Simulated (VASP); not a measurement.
# Ni (Fm-3m) in VASP: further runs, part 2 of 2

VASP 6.6.1. The steps go on from the part before.

### Step 3. Single point, PBEsol, collinear spin, ferromagnetic start

This run uses another cell than the first one, of 9.41 Å³/atom.

File INCAR:

```
SYSTEM = Ni
PREC = Accurate
ENCUT = 600
EDIFF = 1E-6
ISMEAR = -1
SIGMA = 0.1
LREAL = .FALSE.
LASPH = .TRUE.
NELM = 200
ALGO = Normal
ISIF = 2
LWAVE = .FALSE.
LCHARG = .FALSE.
ISPIN = 2
MAGMOM = 1.5
LORBIT = 11
LMAXMIX = 4
GGA = PS
NBANDS = 15
GGA_COMPAT = .FALSE.
```

File KPOINTS:

```
regular mesh
0
G
  8 8 8
  0 0 0
```

File POSCAR:

```
Ni
1.0
    0.0000000000      1.6755619313      1.6755619313
    1.6755619313      0.0000000000      1.6755619313
    1.6755619313      1.6755619313      0.0000000000
Ni
1
Direct
    0.0000000000      0.0000000000      0.0000000000
```

Potentials or basis: VASP PAW PBE potentials, release 64 (Ni).

Launch:

```bash
> cat potpaw_PBE.64/Ni/POTCAR > POTCAR
> mpirun -np 1 vasp_std > vasp.out
```

OUTCAR:

```text
SYSTEM = Ni
   PREC = Accurate
   ENCUT = 600
   EDIFF = 1E-6
   ISMEAR = -1
   LREAL = .FALSE.
   LASPH = .TRUE.
   NELM = 200
   ISIF = 2
   ISPIN = 2
   LORBIT = 11
   GGA = PS

 ion  position               nearest neighbor table
   1  0.000  0.000  0.000-

  LATTYP: Found a face centered cubic cell.
 ALAT       =     3.3511238626

  Lattice vectors:

 A1 = (   0.0000000000,   1.6755619313,   1.6755619313)
 A2 = (   1.6755619313,   0.0000000000,   1.6755619313)
 A3 = (   1.6755619313,   1.6755619313,   0.0000000000)

Analysis of symmetry for initial positions (statically):
=====================================================================
 Subroutine PRICEL returns:
 Original cell was already a primitive cell.

 Routine SETGRP: Setting up the symmetry group for a
 face centered cubic supercell.

 Subroutine GETGRP returns: Found 48 space group operations
 (whereof 48 operations were pure point group operations)
 out of a pool of 48 trial point group operations.

The static configuration has the point symmetry O_h .
[... 627 lines left out ...]
      9      41.3331      0.00000
     10      41.3331      0.00000
     11      45.0137      0.00000
     12      45.0137      0.00000
     13      45.0137      0.00000
     14      47.3648      0.00000
[... 403 lines left out ...]
      4       9.9567      1.00000
      5      11.5135      0.21130
      6      15.4550      0.00000
      7      18.8902      0.00000
      8      28.9338      0.00000
      9      30.3724      0.00000
     10      39.3609      0.00000
     11      44.0624      0.00000
     12      51.6644      0.00000
     13      55.0284      0.00000
     14      55.5856      0.00000
     15      56.7600      0.00000

 [... further k-points ...]

------------------------ aborting loop because EDIFF is reached ----------------------------------------

  FORCE on cell =-STRESS in cart. coord.  units (eV):
  Direction    XX          YY          ZZ          XY          YZ          ZX
  --------------------------------------------------------------------------------------
  -------------------------------------------------------------------------------------
  Total        1.7252580      1.7252580      1.7252580      0.0000000      0.0000000      0.0000000
  in kB      293.8009461    293.8009461    293.8009461      0.0000000      0.0000000      0.0000000
  external PRESSURE =     293.8009461 kB  Pullay stress =       0.0000000 kB

 VOLUME and BASIS-vectors are now :
 -----------------------------------------------------------------------------
  energy-cutoff  :      600.00
  volume of cell :        9.41
      direct lattice vectors                 reciprocal lattice vectors
     0.000000000  1.675561931  1.675561931    -0.298407353  0.298407353  0.298407353
     1.675561931  0.000000000  1.675561931     0.298407353 -0.298407353  0.298407353
     1.675561931  1.675561931  0.000000000     0.298407353  0.298407353 -0.298407353

 POSITION                                       TOTAL-FORCE (eV/Angst)
 -----------------------------------------------------------------------------------
      0.00000      0.00000      0.00000         0.000000     -0.000000     -0.000000
 -----------------------------------------------------------------------------------
    total drift:                                0.000000      0.000000      0.000000

  FREE ENERGIE OF THE ION-ELECTRON SYSTEM (eV)
  ---------------------------------------------------
  free  energy   TOTEN  =        -6.0775054711 eV

  energy  without entropy=       -6.0294824183  energy(sigma->0) =       -6.05349394

 total charge

# of ion       s       p       d       tot
------------------------------------------
    1        0.572   0.656   8.387   9.615

 magnetization (x)

# of ion       s       p       d       tot
------------------------------------------
    1       -0.003  -0.020   0.707   0.684
```

stdout:

```text
POSCAR found type information on POSCAR Ni
 POSCAR found :  1 types and       1 ions
 scaLAPACK will be used
 -----------------------------------------------------------------------------
|                                                                             |
|                                                                             |
|     You enforced a specific xc type in the INCAR file but a different       |
|     I HOPE YOU KNOW WHAT YOU ARE DOING!                                     |
|                                                                             |
 -----------------------------------------------------------------------------

 LDA part: xc-table for (Slater+PW92), standard interpolation
 POSCAR, INCAR and KPOINTS ok, starting setup
 FFT: planning ... GRIDC
 FFT: planning ... GRID_SOFT
 FFT: planning ... GRID
 WAVECAR not read
 entering main loop
```

Run time: 14 s. Hardware: 1 thread of Intel Xeon 6975P-C (Granite Rapids), shared host; peak memory 0.13 GiB.

Results:

```
Free energy                                           : -6.0775 eV
Pressure                                              : 29.4 GPa
Net moment                                            : 0.69 μB per cell
Site moments                                          : Ni +0.68 μB
Valence electrons inside the program's atomic spheres : Ni 9.62
```

Caveat: the k points lie up to 0.41 Å⁻¹ apart; the PAW data sets were made with another functional, which shifts forces and pressure a little.

### Step 4. Single point, PBEsol, collinear spin, ferromagnetic start

This run uses another cell than the first one, of 10.42 Å³/atom.

File INCAR:

```
SYSTEM = Ni
ALGO = Normal
EDIFF = 1E-6
ENCUT = 600
GGA = PS
GGA_COMPAT = .False.
ISIF = 2
ISMEAR = -1
ISPIN = 2
LASPH = .True.
LCHARG = .False.
LMAXMIX = 4
LORBIT = 11
LREAL = .False.
LWAVE = .False.
MAGMOM = 1.5
NBANDS = 15
NELM = 200
PREC = Accurate
SIGMA = 0.1
```

File KPOINTS:

```
k-points
0
Gamma
  8 8 8
  0 0 0
```

File POSCAR:

```
Ni
1.0
    0.0000000000      1.7334757989      1.7334757989
    1.7334757989      0.0000000000      1.7334757989
    1.7334757989      1.7334757989      0.0000000000
Ni
1
Direct
    0.0000000000      0.0000000000      0.0000000000
```

Launch:

```bash
> cat potpaw_PBE.64/Ni/POTCAR > POTCAR
> mpirun -np 1 vasp_std > vasp.out
```

Run time: 13 s. Hardware: 1 thread of Intel Xeon 6975P-C (Granite Rapids), shared host; peak memory 0.13 GiB.

Results (log left out):

```yaml
Free_energy: -6.1616 eV
Pressure: -0.1 GPa
Net_moment: 0.69 μB per cell
Site_moments: Ni +0.70 μB
Valence_electrons_inside_the_program's_atomic_spheres: Ni 9.39
```

Levels at points of the mesh, in eV from the Fermi level:
Spin up:
| k point | band 2 | band 3 | band 4 | band 5 | band 6 | band 7 | band 8 | band 9 |
| --- | --- | --- | --- | --- | --- | --- | --- | --- |
| (0.00, 0.00, 0.00) | -2.57 | -2.57 | -2.57 | -1.34 | -1.34 | 24.08 | 28.25 | 28.25 |
| (0.50, 0.00, 0.00) | -2.57 | -2.57 | -0.62 | -0.62 | -0.41 | 5.94 | 22.55 | 25.38 |
| (0.50, 0.50, 0.00) | -4.46 | -0.58 | -0.47 | -0.47 | 2.43 | 9.57 | 15.18 | 15.18 |
Spin down:
```csv
k point,band 1,band 2,band 3,band 4,band 5,band 6,band 7,band 8,band 9,band 10
"(0.00, 0.00, 0.00)",-9.35,-1.79,-1.79,-1.79,-0.65,-0.65,23.99,28.27,28.27,28.27
"(0.50, 0.00, 0.00)",-4.65,-1.89,-1.89,-0.42,0.19,0.19,6.41,22.46,25.50,25.50
"(0.50, 0.50, 0.00)",-4.54,-3.82,0.13,0.42,0.42,2.44,9.89,15.23,15.23,20.47
```

Caveat: the k points lie up to 0.39 Å⁻¹ apart; the PAW data sets were made with another functional, which shifts forces and pressure a little.

### Step 5. Single point, PBEsol, collinear spin, ferromagnetic start

This run uses another cell than the first one, of 10.01 Å³/atom.

File INCAR:

```
PREC = Accurate ; ENCUT = 600
EDIFF = 1E-6 ; ISMEAR = -1
SIGMA = 0.1 ; LREAL = F
LASPH = T ; NELM = 200
ALGO = Normal ; ISIF = 2
LWAVE = F ; LCHARG = F
ISPIN = 2 ; MAGMOM = 1.5
LORBIT = 11 ; LMAXMIX = 4
GGA = PS ; NBANDS = 15
GGA_COMPAT = F
```

File KPOINTS:

```
regular mesh
0
Gamma
  8 8 8
```

File POSCAR:

```
Ni
1.0
    0.0000000000      1.7107073372      1.7107073372
    1.7107073372      0.0000000000      1.7107073372
    1.7107073372      1.7107073372      0.0000000000
Ni
1
Direct
    0.0000000000      0.0000000000      0.0000000000
```

Launch:

```bash
> cat potpaw_PBE.64/Ni/POTCAR > POTCAR
> mpirun -np 1 vasp_std > vasp.out
```

Wall time 16 s (1 thread of Intel Xeon 6975P-C (Granite Rapids), shared host); peak memory 0.13 GiB.

Results (log left out):

* Free energy: -6.1497 eV
* Pressure: 9.7 GPa
* Net moment: 0.69 μB per cell
* Site moments: Ni +0.69 μB
* Valence electrons inside the program's atomic spheres: Ni 9.47

Levels at points of the mesh, in eV from the Fermi level:
Spin up:
```tsv
k point	band 3	band 4	band 5	band 6	band 7	band 8
(0.00, 0.00, 0.00)	-2.68	-2.68	-1.38	-1.38	24.41	28.90
(0.50, 0.00, 0.00)	-2.68	-0.61	-0.61	-0.49	6.25	22.87
(0.50, 0.50, 0.00)	-0.57	-0.44	-0.44	2.45	9.94	15.56
```
Spin down:
| k point | band 1 | band 2 | band 3 | band 4 | band 5 | band 6 | band 7 | band 8 | band 9 | band 10 |
| --- | --- | --- | --- | --- | --- | --- | --- | --- | --- | --- |
| (0.00, 0.00, 0.00) | -9.63 | -1.90 | -1.90 | -1.90 | -0.69 | -0.69 | 24.33 | 28.93 | 28.93 | 28.93 |
| (0.50, 0.00, 0.00) | -4.88 | -2.00 | -2.00 | -0.49 | 0.20 | 0.20 | 6.72 | 22.78 | 26.22 | 26.22 |
| (0.50, 0.50, 0.00) | -4.80 | -4.05 | 0.15 | 0.45 | 0.45 | 2.48 | 10.27 | 15.62 | 15.62 | 21.01 |

Caveat: the k points lie up to 0.40 Å⁻¹ apart; the PAW data sets were made with another functional, which shifts forces and pressure a little.

### Step 6. Overview

| cell | gap on the mesh (eV) | pressure (GPa) | moment (μB) |
| --- | --- | --- | --- |
| a = 2.393 Å, angles 60.0°, 1 atom | none | 19.5 | 0.69 |
| a = 2.370 Å, angles 60.0°, 1 atom | none | 29.4 | 0.69 |
| a = 2.452 Å, angles 60.0°, 1 atom | none | -0.1 | 0.69 |
| a = 2.419 Å, angles 60.0°, 1 atom | none | 9.7 | 0.69 |

Alike in all rows: task single point; level PBEsol; potentials or basis VASP PAW PBE potentials, release 64 (Ni); spin collinear, ferromagnetic start; k mesh 8 × 8 × 8; cutoff (eV) 600; smearing fermi-dirac 0.1 eV.

Caveats: all runs use coarse meshes; the PAW data sets were made with another functional, which shifts forces and pressure a little.

Total energies depend on the potentials used, so only differences within one code and one set of settings carry meaning.
